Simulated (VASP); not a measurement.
# AlN (P6_3mc) in VASP: elastic constants with PBE

Aim: the elastic constants of AlN with PBE.

Everything below comes from runs of VASP 6.6.1. Logs are shortened: lines on timing, memory, paths and dates and some standing lists are left out, and cuts for length are marked.

## Step 1: The cell of the first run

The structure is hexagonal, space group P6_3mc (No. 186). Conventional cell: a = 3.130 Å, b = 3.130 Å, c = 5.018 Å, α = 90.00°, β = 90.00°, γ = 120.00°. Al (site symmetry 3m) has 4 N at 1.90 to 1.91 Å within 2.5 Å. Within 2.5 Å of N (site symmetry 3m) lie 4 Al at 1.90 to 1.91 Å.

## Step 2: Elastic constants, PBE

INCAR reads:

```
SYSTEM = AlN
PREC     = Accurate       ! precision mode
ENCUT    = 600            ! plane-wave cutoff, eV
EDIFF    = 1E-8           ! SCF threshold, eV
ISMEAR   = 1              ! smearing method
SIGMA    = 0.01           ! smearing width, eV
LREAL    = .FALSE.        ! projectors in reciprocal space
LASPH    = .TRUE.         ! aspherical terms in the spheres
NELM     = 80             ! most SCF steps
ALGO     = Normal         ! electronic algorithm
ISIF     = 3              ! what is computed and relaxed
LWAVE    = .FALSE.        ! write WAVECAR
LCHARG   = .TRUE.         ! write CHGCAR
GGA      = PE             ! functional
NBANDS   = 16             ! bands
IBRION   = 6              ! ionic algorithm
NFREE    = 2            
POTIM    = 0.015          ! step
NSW      = 1              ! ionic steps
```

KPOINTS reads:

```
Automatic mesh
0
G
  10 10 5
  0 0 0
```

POSCAR reads:

```
AlN
1.0
    3.1302202761      0.0000000000      0.0000000000
   -1.5651101380      2.7108502785      0.0000000000
    0.0000000000      0.0000000000      5.0180089302
Al N
2 2
Direct
    0.3333333333      0.6666666667     -0.0007705374
    0.6666666667      0.3333333333      0.4992294626
    0.3333333333      0.6666666667      0.3807705374
    0.6666666667      0.3333333333      0.8807705374
```

Potentials or basis: VASP PAW PBE potentials, release 64 (Al, N).

Command:

```console
> cat potpaw_PBE.64/Al/POTCAR potpaw_PBE.64/N/POTCAR > POTCAR
> mpirun -np 1 vasp_std > vasp.out
```

OUTCAR:

```text
SYSTEM = AlN
   PREC = Accurate
   ENCUT = 600
   EDIFF = 1E-8
   ISMEAR = 1
   LREAL = .FALSE.
   LASPH = .TRUE.
   NELM = 80
   ISIF = 3
   GGA = PE
   IBRION = 6
   NFREE = 2
   POTIM = 0.015
   NSW = 1

 ion  position               nearest neighbor table
   1  0.333  0.667  0.999-   4 1.90   4 1.90   4 1.90   3 1.91   2 3.09   2 3.09   2 3.09   2 3.09
                             2 3.09   2 3.09
   2  0.667  0.333  0.499-   3 1.90   3 1.90   3 1.90   4 1.91   1 3.09   1 3.09   1 3.09   1 3.09
                             1 3.09   1 3.09
   3  0.333  0.667  0.381-   2 1.90   2 1.90   2 1.90   1 1.91
   4  0.667  0.333  0.881-   1 1.90   1 1.90   1 1.90   2 1.91

  LATTYP: Found a hexagonal cell.
 ALAT       =     3.1302202761
 C/A-ratio  =     1.6030849230

  Lattice vectors:

 A1 = (   3.1302202761,   0.0000000000,   0.0000000000)
 A2 = (  -1.5651101380,   2.7108502785,   0.0000000000)
 A3 = (   0.0000000000,   0.0000000000,   5.0180089302)

Analysis of symmetry for initial positions (statically):
=====================================================================
 Subroutine PRICEL returns:
 Original cell was already a primitive cell.

 Routine SETGRP: Setting up the symmetry group for a
 hexagonal supercell.

 Subroutine GETGRP returns: Found 12 space group operations
 (whereof  6 operations were pure point group operations)
 out of a pool of 24 trial point group operations.

The static configuration has the point symmetry C_3v.
 The point group associated with its full space group is C_6v.

Analysis of symmetry for dynamics (positions and initial velocities):
=====================================================================
 Subroutine PRICEL returns:
 Original cell was already a primitive cell.

 Routine SETGRP: Setting up the symmetry group for a
 hexagonal supercell.

 Subroutine GETGRP returns: Found 12 space group operations
 (whereof  6 operations were pure point group operations)
 out of a pool of 24 trial point group operations.

The dynamic configuration has the point symmetry C_3v.
 The point group associated with its full space group is C_6v.

 Subroutine INISYM returns: Found 12 space group operations
 (whereof  6 operations are pure point group operations),
 and found     1 'primitive' translations

----------------------------------------------------------------------------------------

                                     Primitive cell

  volume of cell :      42.5806

  direct lattice vectors                    reciprocal lattice vectors
     3.130220276  0.000000000  0.000000000     0.319466335  0.184443975  0.000000000
    -1.565110138  2.710850279  0.000000000     0.000000000  0.368887949  0.000000000
     0.000000000  0.000000000  5.018008930     0.000000000  0.000000000  0.199282228

  length of vectors
     3.130220276  3.130220276  5.018008930     0.368887949  0.368887949  0.199282228

  position of ions in fractional coordinates (direct lattice)
     0.333333333  0.666666667  0.999229463
     0.666666667  0.333333333  0.499229463
     0.333333333  0.666666667  0.380770537
     0.666666667  0.333333333  0.880770537

  ion indices of the primitive-cell ions
   primitive index   ion index
                 1           1
[... 118 lines left out ...]

 Free energy of the ion-electron system (eV)
  ---------------------------------------------------
  ext. energy  EPLUGINS =         0.00000000
  ---------------------------------------------------
  free energy    TOTEN  =       -29.78354368 eV

  energy without entropy =      -29.78354368  energy(sigma->0) =      -29.78354368

------------------------ aborting loop because EDIFF is reached ----------------------------------------

  FORCE on cell =-STRESS in cart. coord.  units (eV):
  Direction    XX          YY          ZZ          XY          YZ          ZX
  --------------------------------------------------------------------------------------
  -------------------------------------------------------------------------------------
  Total       -0.1094699     -0.1094699     -0.0940923     -0.0000000     -0.0000000      0.0000000
  in kB       -4.1190159     -4.1190159     -3.5404035     -0.0000000     -0.0000000      0.0000000
  external PRESSURE =      -3.9261451 kB  Pullay stress =       0.0000000 kB
[... 95 lines left out ...]
  FREE ENERGIE OF THE ION-ELECTRON SYSTEM (eV)
  ---------------------------------------------------
  free  energy   TOTEN  =       -29.7716959264 eV

  energy  without entropy=      -29.7716959264  energy(sigma->0) =      -29.77169593

[... ionic steps 4 to 18 ...]

--------------------------------------- Ionic step       19  -------------------------------------------

 number of electron      15.9999999 magnetization

------------------------ aborting loop because EDIFF is reached ----------------------------------------
[... 71 lines left out ...]
--------------------------------------- Ionic step       21  -------------------------------------------

 number of electron      16.0000000 magnetization

 Free energy of the ion-electron system (eV)
  ---------------------------------------------------
  ext. energy  EPLUGINS =         0.00000000
  ---------------------------------------------------
  free energy    TOTEN  =       -29.78139873 eV

  energy without entropy =      -29.78139873  energy(sigma->0) =      -29.78139873

 E-fermi :   6.0159     XC(G=0): -10.8272

 val. band max:        5.9403531714   @ k =   0.0000   0.0000   0.0000
 cond. band min:      10.0053006439   @ k =   0.0000   0.0000   0.0000
 fundamental gap:      4.0649474724
 Fermi energy:         6.0159377049

 k-point     1 :       0.0000    0.0000    0.0000
  band No.  band energies     occupation
      1      -9.1039      2.00000
      2      -7.0197      2.00000
      3       0.0493      2.00000
      4       5.1290      2.00000
      5       5.1290      2.00000
      6       5.7723      2.00000
[... 433 lines left out ...]
      3       0.5915      2.00000
      4       1.5050      2.00000
      5       3.0472      2.00000
      6       3.7841      2.00000
[... 8 lines left out ...]
     15      18.4013      0.00000
     16      20.5930      0.00000

 [... further k-points ...]
[... 5 lines left out ...]
  --------------------------------------------------------------------------------------
  -------------------------------------------------------------------------------------
  Total       -0.1837749     -0.1837749      0.0818201     -0.0000000      0.0000000      0.0000000
  in kB       -6.9148851     -6.9148851      3.0786402     -0.0000000      0.0000000      0.0000000
  external PRESSURE =      -3.5837100 kB  Pullay stress =       0.0000000 kB
[... 19 lines left out ...]
  FREE ENERGIE OF THE ION-ELECTRON SYSTEM (eV)
  ---------------------------------------------------
  free  energy   TOTEN  =       -29.7813987342 eV

  energy  without entropy=      -29.7813987342  energy(sigma->0) =      -29.78139873

 INTERNAL STRAIN TENSORS FROM STRAINED CELLS
 ============================================

 INTERNAL STRAIN TENSOR FOR ION    1 for displacements in x,y,z  (eV/Angst):
          X           Y           Z          XY          YZ          ZX
  --------------------------------------------------------------------------------
  x    -0.00000     0.00000    -0.00000    -8.14824    -0.00000    -4.86794
  y    -8.17310     8.19868     0.00000     0.00002    -4.86329    -0.00000
  z    -5.04125    -5.05087    11.20801    -0.00040    -0.00499    -0.00020

 INTERNAL STRAIN TENSORS FROM DISPLACED ATOMS
 ============================================

 INTERNAL STRAIN TENSOR FOR ION    1 for displacements in x,y,z  (eV/Angst):
          X           Y           Z          XY          YZ          ZX
  --------------------------------------------------------------------------------
  x    -0.00000     0.00000    -0.00000    -8.14336    -0.00000    -4.86234
  y    -8.14336     8.14336     0.00000     0.00000    -4.86234    -0.00000
  z    -5.02573    -5.02573    11.14589    -0.00000    -0.00000     0.00000

 INTERNAL STRAIN TENSOR FOR ION    4 for displacements in x,y,z  (eV/Angst):
          X           Y           Z          XY          YZ          ZX
  --------------------------------------------------------------------------------
  x     0.00000    -0.00000     0.00000     9.78660     0.00000     4.86340
  y     9.78660    -9.78660    -0.00000    -0.00000     4.86340     0.00000
  z     5.03444     5.03444   -11.15403     0.00000     0.00000    -0.00000

 Eigenvectors and eigenvalues of the dynamical matrix
 ----------------------------------------------------

   1 f  =   21.167068 THz   132.996613 2PiTHz  706.057401 cm-1    87.539921 meV
             X         Y         Z           dx          dy          dz
     -0.000000  1.807234  5.014142     0.000000   -0.000000   -0.009251
      1.565110  0.903617  2.505138     0.000000   -0.000000    0.009251
     -0.000000  1.807234  1.910710    -0.000000    0.000000   -0.707046
      1.565110  0.903617  4.419714    -0.000000    0.000000    0.707046
[... 71 lines left out ...]
  12 f/i=    0.001075 THz     0.006754 2PiTHz    0.035858 cm-1     0.004446 meV
             X         Y         Z           dx          dy          dz
     -0.000000  1.807234  5.014142    -0.000000   -0.000000   -0.573718
      1.565110  0.903617  2.505138    -0.000000   -0.000000   -0.573718
     -0.000000  1.807234  1.910710    -0.000000   -0.000000   -0.413337
      1.565110  0.903617  4.419714    -0.000000   -0.000000   -0.413337

--------------------------------------------------------------------------------------------------------

 ELASTIC MODULI CONTR FROM IONIC RELAXATION (kBar)
 Direction    XX          YY          ZZ          XY          YZ          ZX
 --------------------------------------------------------------------------------
 XX        -630.2734    312.7659    351.9021     -0.0000      0.0000      0.0000
 YY         312.7659   -630.2734    351.9021     -0.0000     -0.0000     -0.0000
 ZZ         351.9021    351.9021   -780.0448      0.0000      0.0000      0.0000
 XY          -0.0000     -0.0000      0.0000   -471.5197      0.0000     -0.0000
 YZ           0.0000      0.0000      0.0000      0.0000   -124.6026     -0.0000
 ZX           0.0000     -0.0000      0.0000     -0.0000     -0.0000   -124.6026
 --------------------------------------------------------------------------------

 TOTAL ELASTIC MODULI (kBar)
 Direction    XX          YY          ZZ          XY          YZ          ZX
 --------------------------------------------------------------------------------
 XX        3734.7627   1270.3925    966.4997      0.0000      0.0000      0.0000
 YY        1270.3925   3734.7627    966.4997      0.0000     -0.0000     -0.0000
 ZZ         966.4997    966.4997   3536.7257      0.0000      0.0000      0.0000
 XY           0.0000      0.0000      0.0000   1232.1851      0.0000     -0.0000
 YZ           0.0000      0.0000      0.0000      0.0000   1117.4414      0.0000
 ZX           0.0000     -0.0000      0.0000     -0.0000      0.0000   1117.4414
 --------------------------------------------------------------------------------
```

Run time: 13 min. Hardware: 1 thread of AMD EPYC 9R45 (Zen 5), shared host; peak memory 0.4 GiB.

Results:

* Voigt bulk modulus: 193 GPa
* Highest phonon frequency at Γ, LO-TO splitting left out: 706 cm⁻¹

Phonon frequencies in cm⁻¹ (negative: imaginary):
| q point | frequencies |
| --- | --- |
| (0.000, 0.000, 0.000) | 0 0 0 237 237 535 595 637 637 649 649 706 |

Elastic tensor in Voigt notation (GPa, in the Cartesian axes of the cell as first typed):
```
373 127  97   0   0   0
127 373  97   0   0   0
 97  97 354   0   0   0
  0   0   0 112   0   0
  0   0   0   0 112   0
  0   0   0   0   0 123
```

Clamped-ion elastic tensor (GPa):
```
437  96  61   0   0   0
 96 437  61   0   0   0
 61  61 432   0   0   0
  0   0   0 124   0   0
  0   0   0   0 124   0
  0   0   0   0   0 170
```
